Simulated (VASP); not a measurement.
# Ge (Imma) in VASP: relaxation of cell and atoms with r2SCAN

Aim: the relaxation of cell and atoms of Ge with r2SCAN.

Program: VASP 6.6.1. These are calculated values, not measurements. Logs are shortened: lines on timing, memory, paths and dates and some standing lists are left out, and cuts for length are marked.

## Step 1: The cell of the first run

Symmetry: Imma, No. 74, orthorhombic system. The conventional cell has a = 4.992 Å, b = 5.302 Å, c = 2.874 Å, α = 90.00°, β = 90.00°, γ = 90.00°. Ge (site symmetry mm2) has 8 Ge at 2.68 to 3.08 Å within 3.5 Å.

## Step 2: Relaxation of cell and atoms, r2SCAN

Input file POSCAR:

```
Ge
1.0
   -2.4958980000      2.6508630000      1.4369470000
    2.4958980000     -2.6508630000      1.4369470000
    2.4958980000      2.6508630000     -1.4369470000
Ge
2
Direct
    0.1859430000      0.9359430000      0.2500000000
    0.8140570000      0.0640570000      0.7500000000
```

Input file INCAR.step1:

```
ALGO = Normal
EDIFF = 1E-4
ENCUT = 600
GGA = PE
ISMEAR = 1
KPAR = 4
LASPH = T
LCHARG = F
LREAL = F
LWAVE = T
NELM = 60
PREC = Accurate
SIGMA = 0.1
```

Input file INCAR.step2:

```
ALGO = Normal
EDIFF = 1E-6
EDIFFG = -0.005
ENCUT = 600
IBRION = 2
ISIF = 3
ISMEAR = 1
ISTART = 1
KPAR = 4
LASPH = T
LCHARG = F
LMIXTAU = T
LREAL = F
LWAVE = F
METAGGA = R2SCAN
NELM = 60
NSW = 80
PREC = Accurate
SIGMA = 0.1
```

Input file KPOINTS:

```
k-points
0
Gamma
  12 12 12
```

Potentials or basis: VASP PAW PBE potentials, release 64 (Ge_d).

The run is started by

```sh
> cat potpaw_PBE.64/Ge_d/POTCAR > POTCAR
> cp INCAR.step1 INCAR
> mpirun -np 4 vasp_std > vasp.out
> cp INCAR.step2 INCAR
> mpirun -np 4 vasp_std > vasp.out
```

OUTCAR:

```text
EDIFF = 1E-6
   EDIFFG = -0.005
   ENCUT = 600
   IBRION = 2
   ISIF = 3
   ISMEAR = 1
   ISTART = 1
   LASPH = T
   LREAL = F
   METAGGA = R2SCAN
   NELM = 60
   NSW = 80
   PREC = Accurate

 ion  position               nearest neighbor table
   1  0.186  0.936  0.250-   2 2.68   2 2.68   2 2.72   2 2.72
   2  0.814  0.064  0.750-   1 2.68   1 2.68   1 2.72   1 2.72

  LATTYP: Found a body centered orthorhombic cell.
 ALAT       =     2.8738940000
 B/A-ratio  =     1.7369450648
 C/A-ratio  =     1.8447882907

  Lattice vectors:

 A1 = (   2.4958980000,  -2.6508630000,   1.4369470000)
 A2 = (  -2.4958980000,  -2.6508630000,  -1.4369470000)
 A3 = (   2.4958980000,   2.6508630000,  -1.4369470000)

Analysis of symmetry for initial positions (statically):
=====================================================================
 Subroutine PRICEL returns:
 Original cell was already a primitive cell.

 Routine SETGRP: Setting up the symmetry group for a
 body centered orthorhombic supercell.

 Subroutine GETGRP returns: Found  8 space group operations
 (whereof  4 operations were pure point group operations)
 out of a pool of  8 trial point group operations.

The static configuration has the point symmetry C_2h.
 The point group associated with its full space group is D_2h.

Analysis of symmetry for dynamics (positions and initial velocities):
=====================================================================
 Subroutine PRICEL returns:
 Original cell was already a primitive cell.

 Routine SETGRP: Setting up the symmetry group for a
 body centered orthorhombic supercell.

 Subroutine GETGRP returns: Found  8 space group operations
 (whereof  4 operations were pure point group operations)
 out of a pool of  8 trial point group operations.

The dynamic configuration has the point symmetry C_2h.
 The point group associated with its full space group is D_2h.

 Subroutine INISYM returns: Found  8 space group operations
 (whereof  4 operations are pure point group operations),
 and found     1 'primitive' translations

----------------------------------------------------------------------------------------

                                     Primitive cell

  volume of cell :      38.0290

[... 109 lines left out ...]
  volume/ion in A,a.u.               =      19.01       128.32
  Fermi-wavevector in a.u.,A,eV,Ry     =   1.478277  2.793539 29.732860  2.185304
  Thomas-Fermi vector in A             =   2.592578
   LORBIT       =      0    0 simple, 1 ext, 2 COOP (PROOUT), +10 PAW based schemes
   METAGGA = R2SCAN    functional components
   LHFCALC =     F    Hartree Fock is set to
   AEXX    =    0.0000 exact exchange contribution
   IVDW    =     0    specifies the selected vdW correction
   LEPSILON=     F    determine dielectric tensor
   LRPA    =     F    only Hartree local field effects (RPA)
 conjugate gradient relaxation of ions
 non-spin polarized calculation
 Methfessel and Paxton  Order N= 1 SIGMA  =   0.10
  energy-cutoff  :      600.00
  volume of cell :       38.03
 maximum number of plane-waves:      1289
   NGX = 15   NGY = 15   NGZ = 15

--------------------------------------- Ionic step        1  -------------------------------------------

 number of electron      28.0000007 magnetization

 Free energy of the ion-electron system (eV)
  ---------------------------------------------------
  ext. energy  EPLUGINS =         0.00000000
  ---------------------------------------------------
  free energy    TOTEN  =       -27.00606982 eV

  energy without entropy =      -27.00554856  energy(sigma->0) =      -27.00589607

------------------------ aborting loop because EDIFF is reached ----------------------------------------

  FORCE on cell =-STRESS in cart. coord.  units (eV):
  Direction    XX          YY          ZZ          XY          YZ          ZX
  --------------------------------------------------------------------------------------
  -------------------------------------------------------------------------------------
  Total       -0.1694154     -0.4539760     -0.4662350      0.0000000     -0.0000000      0.0000000
  in kB       -7.1375430    -19.1261964    -19.6426721      0.0000000     -0.0000000      0.0000000
  external PRESSURE =     -15.3021372 kB  Pullay stress =       0.0000000 kB
[... 89 lines left out ...]
  FREE ENERGIE OF THE ION-ELECTRON SYSTEM (eV)
  ---------------------------------------------------
  free  energy   TOTEN  =       -27.0118520673 eV

  energy  without entropy=      -27.0116849028  energy(sigma->0) =      -27.01179635

[... ionic steps 4 to 15 ...]

--------------------------------------- Ionic step       16  -------------------------------------------

 number of electron      28.0000006 magnetization

------------------------ aborting loop because EDIFF is reached ----------------------------------------
[... 67 lines left out ...]
--------------------------------------- Ionic step       18  -------------------------------------------

 number of electron      28.0000006 magnetization

 Free energy of the ion-electron system (eV)
  ---------------------------------------------------
  ext. energy  EPLUGINS =         0.00000000
  ---------------------------------------------------
  free energy    TOTEN  =       -27.03080325 eV

  energy without entropy =      -27.03073298  energy(sigma->0) =      -27.03077983

 E-fermi :   6.6180     XC(G=0): -12.3429

 val. band max:        6.6083785179   @ k =  -0.2500   0.1667   0.0000
 cond. band min:       6.6183450806   @ k =   0.0833   0.3333   0.0833
 fundamental gap:      0.0099665627
 Fermi energy:         6.6179631930

 k-point     1 :       0.0000    0.0000    0.0000
  band No.  band energies     occupation
      1     -18.8731      2.00000
      2     -18.8176      2.00000
      3     -18.7901      2.00000
      4     -18.7857      2.00000
      5     -18.6895      2.00000
      6     -18.6794      2.00000
[... 481 lines left out ...]
      5     -18.7212      2.00000
      6     -18.7039      2.00000
[... 10 lines left out ...]
     17      10.6592      0.00000
     18      12.8583      0.00000

 [... further k-points ...]

------------------------ aborting loop because EDIFF is reached ----------------------------------------

  FORCE on cell =-STRESS in cart. coord.  units (eV):
  Direction    XX          YY          ZZ          XY          YZ          ZX
  --------------------------------------------------------------------------------------
  -------------------------------------------------------------------------------------
  Total       -0.0061184      0.0092662      0.0067085      0.0000000      0.0000000      0.0000000
  in kB       -0.2629906      0.3982935      0.2883550      0.0000000      0.0000000      0.0000000
  external PRESSURE =       0.1412193 kB  Pullay stress =       0.0000000 kB
[... 17 lines left out ...]
  FREE ENERGIE OF THE ION-ELECTRON SYSTEM (eV)
  ---------------------------------------------------
  free  energy   TOTEN  =       -27.0308032536 eV

  energy  without entropy=      -27.0307329768  energy(sigma->0) =      -27.03077983

 reached required accuracy - stopping structural energy minimisation
```

OUTCAR.step1:

```text
EDIFF = 1E-4
   ENCUT = 600
   GGA = PE
   ISMEAR = 1
   LASPH = T
[... 728 lines left out ...]
 -----------------------------------------------------------------------------------
      2.49590     -1.32543      1.25285        -0.000000      0.000000     -0.065031
      0.00000      3.97629      0.18409         0.000000     -0.000000      0.065031
 -----------------------------------------------------------------------------------
    total drift:                                0.000000      0.000000     -0.000000

  FREE ENERGIE OF THE ION-ELECTRON SYSTEM (eV)
  ---------------------------------------------------
  free  energy   TOTEN  =        -8.5628752257 eV

  energy  without entropy=       -8.5628066661  energy(sigma->0) =       -8.56285237
```

Wall time 48 min (4 MPI ranks of Oxide Virtual Turin-like, shared host); peak memory 0.32 GiB.

What came out:

```
Free energy                           : -27.0308 eV
Relaxed volume                        : 18.64 Å³/atom
Relaxed cell                          : a = 3.897 Å, b = 3.897 Å, c = 3.897 Å, α = 97.18°, β = 97.95°, γ = 137.46°
Space group after relaxing (to 0.1 Å) : I4_1/amd (No. 141)
Energy gained by relaxing             : 12.4 meV/atom
Ionic steps                           : 18
Pressure after relaxing               : 0.0 GPa
Largest force after relaxing          : 0.004 eV/Å
Band gap on the k mesh                : zero (bands 14 and 15 overlap by 5.51 eV)
```

Forces on the atoms (eV/Å):
```
Ge   0.000  0.000  0.004
Ge   0.000  0.000 -0.004
```

The path:
```
step  energy change (eV)  largest force (eV/Å)  pressure (GPa)  volume (Å³)
   1              0.0000                0.0945           -1.53        38.03
   2             -0.0057                0.0991            0.42        37.04
   3             -0.0058                0.0989            0.24        37.11
   4             -0.0071                0.0983            0.23        37.14
   5             -0.0097                0.1007           -0.01        37.23
   6             -0.0118                0.1112           -0.32        37.39
   7             -0.0128                0.1079           -0.31        37.37
   8             -0.0154                0.0952           -0.21        37.30
   9             -0.0191                0.0677            0.12        37.15
  10             -0.0207                0.0134            0.77        36.86
  11             -0.0238                0.0060           -0.16        37.32
  12             -0.0239                0.0001           -0.48        37.47
  13             -0.0247                0.0104            0.01        37.29
  14             -0.0247                0.0048           -0.06        37.31
  15             -0.0247                0.0089           -0.04        37.30
  16             -0.0247                0.0038           -0.04        37.28
  17             -0.0247                0.0034           -0.09        37.28
  18             -0.0247                0.0037            0.01        37.27
```

Final structure:
```
CELL_PARAMETERS angstrom
-2.57749 2.55773 1.41350
2.57749 -2.55773 1.41350
2.57749 2.55773 -1.41350
ATOMIC_POSITIONS crystal
Ge 0.11795 0.86795 0.25000
Ge 0.88205 0.13205 0.75000
```

Caveat: the PAW data sets were made with another functional, which shifts forces and pressure a little.
